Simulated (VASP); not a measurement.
# ScS4 (P4/nbm) in VASP: single point with PBE

Aim: the single point of ScS4 with PBE.

All numbers are computed with VASP 6.6.1; they aren't measurements. Logs are shortened: lines on timing, memory, paths and dates and some standing lists are left out, and cuts for length are marked.

### 1 The cell of the first run

Symmetry: P4/nbm, No. 125, tetragonal system. Conventional cell: a = 5.568 Å, b = 5.568 Å, c = 7.175 Å, α = 90.00°, β = 90.00°, γ = 90.00°. Sc (site symmetry 422) has 8 S at 2.70 Å within 3.6 Å. Within 2.7 Å of S (site symmetry m) lie 1 S at 2.06 Å and 2 Sc at 2.70 Å.

### 2 Single point, PBE

INCAR

```
ALGO = Normal ; EDIFF = 1E-6
ENCUT = 520 ; GGA = PE
ISIF = 2 ; ISMEAR = 0
LASPH = True ; LCHARG = False
LREAL = False ; LWAVE = False
NBANDS = 46 ; NELM = 60
PREC = Accurate ; SIGMA = 0.1
```

KPOINTS

```
k-points
0
Gamma
  6 6 6
```

POSCAR

```
ScS4
1.0
    5.5680869082      0.0000000000      0.0000000000
    0.0000000000      5.5680869082      0.0000000000
    0.0000000000      0.0000000000      7.1749089772
Sc S
2 8
Direct
    0.5000000000      0.5000000000      0.0000000000
    0.0000000000      0.0000000000      0.0000000000
    0.8690404365      0.3690404365      0.2209095162
    0.1309595635      0.6309595635      0.2209095162
    0.8690404365      0.6309595635      0.7790904838
    0.1309595635      0.3690404365      0.7790904838
    0.6309595635      0.1309595635      0.7790904838
    0.3690404365      0.8690404365      0.7790904838
    0.3690404365      0.1309595635      0.2209095162
    0.6309595635      0.8690404365      0.2209095162
```

Potentials or basis: VASP PAW PBE potentials, release 64 (Sc_sv, S).

On the command line:

```console
$ cat potpaw_PBE.64/Sc_sv/POTCAR potpaw_PBE.64/S/POTCAR > POTCAR
$ mpirun -np 1 vasp_std > vasp.out
```

OUTCAR:

```text
EDIFF = 1E-6
   ENCUT = 520
   GGA = PE
   ISIF = 2
   ISMEAR = 0
   LASPH = True
   LREAL = False
   NELM = 60
   PREC = Accurate

 ion  position               nearest neighbor table
   1  0.500  0.500  0.000-   3 2.70   4 2.70   5 2.70   6 2.70   7 2.70   8 2.70   9 2.70  10 2.70

   2  0.000  0.000  0.000-   3 2.70   4 2.70   5 2.70   6 2.70   7 2.70   8 2.70   9 2.70  10 2.70

   3  0.869  0.369  0.221-   4 2.06   2 2.70   1 2.70
   4  0.131  0.631  0.221-   3 2.06   2 2.70   1 2.70
   5  0.869  0.631  0.779-   6 2.06   2 2.70   1 2.70
   6  0.131  0.369  0.779-   5 2.06   2 2.70   1 2.70
   7  0.631  0.131  0.779-   8 2.06   2 2.70   1 2.70
   8  0.369  0.869  0.779-   7 2.06   2 2.70   1 2.70
   9  0.369  0.131  0.221-  10 2.06   2 2.70   1 2.70
  10  0.631  0.869  0.221-   9 2.06   2 2.70   1 2.70

  LATTYP: Found a simple tetragonal cell.
 ALAT       =     5.5680869082
 C/A-ratio  =     1.2885770455

  Lattice vectors:

 A1 = (   5.5680869082,   0.0000000000,   0.0000000000)
 A2 = (   0.0000000000,   5.5680869082,   0.0000000000)
 A3 = (   0.0000000000,   0.0000000000,   7.1749089772)

Analysis of symmetry for initial positions (statically):
=====================================================================
 Subroutine PRICEL returns:
 Original cell was already a primitive cell.

 Routine SETGRP: Setting up the symmetry group for a
 simple tetragonal supercell.

 Subroutine GETGRP returns: Found 16 space group operations
 (whereof  8 operations were pure point group operations)
 out of a pool of 16 trial point group operations.

The static configuration has the point symmetry D_4 .
 The point group associated with its full space group is D_4h.

Analysis of symmetry for dynamics (positions and initial velocities):
=====================================================================
 Subroutine PRICEL returns:
 Original cell was already a primitive cell.

 Routine SETGRP: Setting up the symmetry group for a
 simple tetragonal supercell.

 Subroutine GETGRP returns: Found 16 space group operations
 (whereof  8 operations were pure point group operations)
 out of a pool of 16 trial point group operations.

The dynamic configuration has the point symmetry D_4 .
 The point group associated with its full space group is D_4h.

 Subroutine INISYM returns: Found 16 space group operations
 (whereof  8 operations are pure point group operations),
 and found     1 'primitive' translations

----------------------------------------------------------------------------------------

                                     Primitive cell

  volume of cell :     222.4479

  direct lattice vectors                    reciprocal lattice vectors
     5.568086908  0.000000000  0.000000000     0.179594898  0.000000000  0.000000000
     0.000000000  5.568086908  0.000000000     0.000000000  0.179594898  0.000000000
     0.000000000  0.000000000  7.174908977     0.000000000  0.000000000  0.139374590

  length of vectors
     5.568086908  5.568086908  7.174908977     0.179594898  0.179594898  0.139374590

  position of ions in fractional coordinates (direct lattice)
     0.500000000  0.500000000  0.000000000
     0.000000000  0.000000000  0.000000000
     0.869040437  0.369040437  0.220909516
     0.130959563  0.630959563  0.220909516
     0.869040437  0.630959563  0.779090484
     0.130959563  0.369040437  0.779090484
     0.630959563  0.130959563  0.779090484
     0.369040437  0.869040437  0.779090484
     0.369040437  0.130959563  0.220909516
     0.630959563  0.869040437  0.220909516

  ion indices of the primitive-cell ions
   primitive index   ion index
                 1           1
                 2           2
                 3           3
                 4           4
                 5           5
                 6           6
                 7           7
                 8           8
                 9           9
                10          10

----------------------------------------------------------------------------------------

 KPOINTS: k-points

Automatic generation of k-mesh.
 Grid dimensions read from file:
 generate k-points for:    6    6    6

 Generating k-lattice:

  Cartesian coordinates                     Fractional coordinates (reciprocal lattice)
     0.029932483  0.000000000  0.000000000     0.166666667  0.000000000  0.000000000
     0.000000000  0.029932483  0.000000000     0.000000000  0.166666667  0.000000000
     0.000000000  0.000000000  0.023229098     0.000000000  0.000000000  0.166666667

  Length of vectors
     0.029932483  0.029932483  0.023229098

  Shift w.r.t. Gamma in fractional coordinates (k-lattice)
     0.000000000  0.000000000  0.000000000

 Subroutine IBZKPT returns following result:
 ===========================================

 Found     40 irreducible k-points:

 Following reciprocal coordinates:
            Coordinates               Weight
  0.000000  0.000000  0.000000      1.000000
  0.166667  0.000000  0.000000      4.000000
  0.333333  0.000000  0.000000      4.000000
  0.500000  0.000000  0.000000      2.000000
  0.166667  0.166667  0.000000      4.000000
  0.333333  0.166667  0.000000      8.000000
[... 16 lines left out ...]
  0.333333  0.000000  0.333333      8.000000
  0.500000  0.000000  0.333333      4.000000
 [... further k-points ...]
   k-points           NKPTS =     40   k-points in BZ     NKDIM =     40   number of bands    NBANDS=     46
   number of dos      NEDOS =    301   number of ions     NIONS =     10
   total plane-waves  NPLWV =  95256
   dimension x,y,z NGX =    42 NGY =   42 NGZ =   54
   dimension x,y,z NGXF=    84 NGYF=   84 NGZF=  108
   ions per type =               2   8
   NGX,Y,Z   is equivalent  to a cutoff of  12.54, 12.54, 12.51 a.u.
   NGXF,Y,Z  is equivalent  to a cutoff of  25.08, 25.08, 25.02 a.u.
 SYSTEM =  unknown system
   PREC   = accura    normal or accurate (medium, high low for compatibility)
   ISTART =      0    job   : 0-new  1-cont  2-samecut
   ICHARG =      2    charge: 1-file 2-atom 10-const
   ISPIN  =      1    spin polarized calculation?
   LNONCOLLINEAR =      F non collinear calculations
   LSORBIT =      F    spin-orbit coupling
   LASPH  =      T    aspherical Exc in radial PAW
   ENCUT  =  520.0 eV  38.22 Ry    6.18 a.u.  10.35 10.35 13.34*2*pi/ulx,y,z
   NELM   =     60;   NELMIN=  2; NELMDL= -5     # of ELM steps
   EDIFF  = 0.1E-05   stopping-criterion for ELM
   LREAL  =      F    real-space projection
   EDIFFG = 0.1E-04   stopping-criterion for IOM
   NSW    =      0    number of steps for IOM
   IBRION =     -1    ionic relax: 0-MD 1-quasi-New 2-CG
   NFREE  =      0    steps in history (QN), initial steepest desc. (CG)
   ISIF   =      2    stress and relaxation
   ISYM   =      2    0-nonsym 1-usesym 2-fastsym
   POTIM  = 0.5000    time-step for ionic-motion
   TEBEG  =    0.0;   TEEND  =   0.0 temperature during run
   PSTRESS=    0.0 pullay stress
   NELECT =      70.0000    total number of electrons
   NUPDOWN=      -1.0000    fix difference up-down
   EMIN   =  10.00;   EMAX   =-10.00  energy-range for DOS
   EFERMI =   0.00;   METHOD = LEGACY
   ISMEAR =     0;   SIGMA  =   0.10  broadening in eV -4-tet -1-fermi 0-gaus
   EFERMI_NEDOS =   21; number of points for ismear=-14 and -15
   IALGO  =     38    algorithm
   IMIX   =      4    mixing-type and parameters
     AMIX     =   0.40;   BMIX     =  1.00
     AMIX_MAG =   1.60;   BMIX_MAG =  1.00
  volume/ion in A,a.u.               =      22.24       150.12
  Fermi-wavevector in a.u.,A,eV,Ry     =   1.113520  2.104248 16.870230  1.239927
  Thomas-Fermi vector in A             =   2.250106
   LORBIT       =      0    0 simple, 1 ext, 2 COOP (PROOUT), +10 PAW based schemes
   GGA     = PE    functional components
   LHFCALC =     F    Hartree Fock is set to
   AEXX    =    0.0000 exact exchange contribution
   IVDW    =     0    specifies the selected vdW correction
   LEPSILON=     F    determine dielectric tensor
   LRPA    =     F    only Hartree local field effects (RPA)
 non-spin polarized calculation
 Gauss-broadening in eV      SIGMA  =   0.10
  energy-cutoff  :      520.00
  volume of cell :      222.45
 maximum number of plane-waves:      6063
 NGX is ok and might be reduce to    42
   NGX = 21   NGY = 21   NGZ = 27

 number of electron      70.0000032 magnetization

 Free energy of the ion-electron system (eV)
  ---------------------------------------------------
  ext. energy  EPLUGINS =         0.00000000
  ---------------------------------------------------
  free energy    TOTEN  =       -53.14850992 eV

  energy without entropy =      -53.11614899  energy(sigma->0) =      -53.13232946

 E-fermi :   3.0773     XC(G=0):  -9.0870

 val. band max:        3.0625103811   @ k =   0.3333   0.3333   0.5000
 cond. band min:       3.0779207906   @ k =   0.3333   0.1667   0.3333
 fundamental gap:      0.0154104095
 Fermi energy:         3.0773122549

 k-point     1 :       0.0000    0.0000    0.0000
  band No.  band energies     occupation
      1     -46.0019      2.00000
      2     -45.9982      2.00000
      3     -24.6667      2.00000
      4     -24.6517      2.00000
      5     -24.6299      2.00000
      6     -24.6299      2.00000
[... 38 lines left out ...]
     45       6.8775      0.00000
     46       7.6334      0.00000

 k-point     2 :       0.1667    0.0000    0.0000
  band No.  band energies     occupation
      1     -46.0017      2.00000
      2     -45.9985      2.00000
      3     -24.6656      2.00000
      4     -24.6526      2.00000
      5     -24.6278      2.00000
      6     -24.6274      2.00000
[... 1070 lines left out ...]
 k-point    24 :       0.5000    0.0000    0.3333
  band No.  band energies     occupation
      1     -46.0001      2.00000
      2     -46.0001      2.00000
      3     -24.6589      2.00000
      4     -24.6589      2.00000
      5     -24.6127      2.00000
      6     -24.6127      2.00000
[... 38 lines left out ...]
     45       6.8123      0.00000
     46       6.8123      0.00000

 [... further k-points ...]

------------------------ aborting loop because EDIFF is reached ----------------------------------------

  FORCE on cell =-STRESS in cart. coord.  units (eV):
  Direction    XX          YY          ZZ          XY          YZ          ZX
  --------------------------------------------------------------------------------------
  -------------------------------------------------------------------------------------
  Total       -0.4337501     -0.4337501      0.1052442      0.0000000      0.0000000      0.0000000
  in kB       -3.1240774     -3.1240774      0.7580197      0.0000000      0.0000000      0.0000000
  external PRESSURE =      -1.8300451 kB  Pullay stress =       0.0000000 kB

 VOLUME and BASIS-vectors are now :
 -----------------------------------------------------------------------------
  energy-cutoff  :      520.00
  volume of cell :      222.45
      direct lattice vectors                 reciprocal lattice vectors
     5.568086908  0.000000000  0.000000000     0.179594898  0.000000000  0.000000000
     0.000000000  5.568086908  0.000000000     0.000000000  0.179594898  0.000000000
     0.000000000  0.000000000  7.174908977     0.000000000  0.000000000  0.139374590

 POSITION                                       TOTAL-FORCE (eV/Angst)
 -----------------------------------------------------------------------------------
      2.78404      2.78404      0.00000         0.000000      0.000000      0.000000
      0.00000      0.00000      0.00000         0.000000      0.000000      0.000000
      4.83889      2.05485      1.58501         0.087929      0.087929      0.013194
      0.72919      3.51324      1.58501        -0.087929     -0.087929      0.013194
      4.83889      3.51324      5.58990         0.087929     -0.087929     -0.013194
      0.72919      2.05485      5.58990        -0.087929      0.087929     -0.013194
      3.51324      0.72919      5.58990        -0.087929     -0.087929     -0.013194
      2.05485      4.83889      5.58990         0.087929      0.087929     -0.013194
      2.05485      0.72919      1.58501         0.087929     -0.087929      0.013194
      3.51324      4.83889      1.58501        -0.087929      0.087929      0.013194
 -----------------------------------------------------------------------------------
    total drift:                               -0.000000     -0.000000     -0.000000

  FREE ENERGIE OF THE ION-ELECTRON SYSTEM (eV)
  ---------------------------------------------------
  free  energy   TOTEN  =       -53.1485099247 eV

  energy  without entropy=      -53.1161489878  energy(sigma->0) =      -53.13232946
```

It took 8.3 min on 1 thread of AMD EPYC 7R13 (Zen 3), shared host; peak memory 0.44 GiB.

Results:

| Property | Result |
| --- | --- |
| Free energy | -53.1485 eV |
| Pressure | -0.2 GPa |
| Largest force | 0.125 eV/Å |
| Band gap on the k mesh | zero (bands 35 and 36 overlap by 0.79 eV) |

Forces in eV/Å, atoms in the order of the input:
```
Sc   0.000  0.000  0.000
Sc   0.000  0.000  0.000
S    0.088  0.088  0.013
S   -0.088 -0.088  0.013
S    0.088 -0.088 -0.013
S   -0.088  0.088 -0.013
S   -0.088 -0.088 -0.013
S    0.088  0.088 -0.013
S    0.088 -0.088  0.013
S   -0.088  0.088  0.013
```

Stress tensor (GPa, compression positive):
```
-0.31  0.00  0.00
 0.00 -0.31  0.00
 0.00  0.00  0.08
```

Caveat: this functional lacks dispersion, which binds layers or chains, so the pressure and a relaxed spacing across them are unreliable.
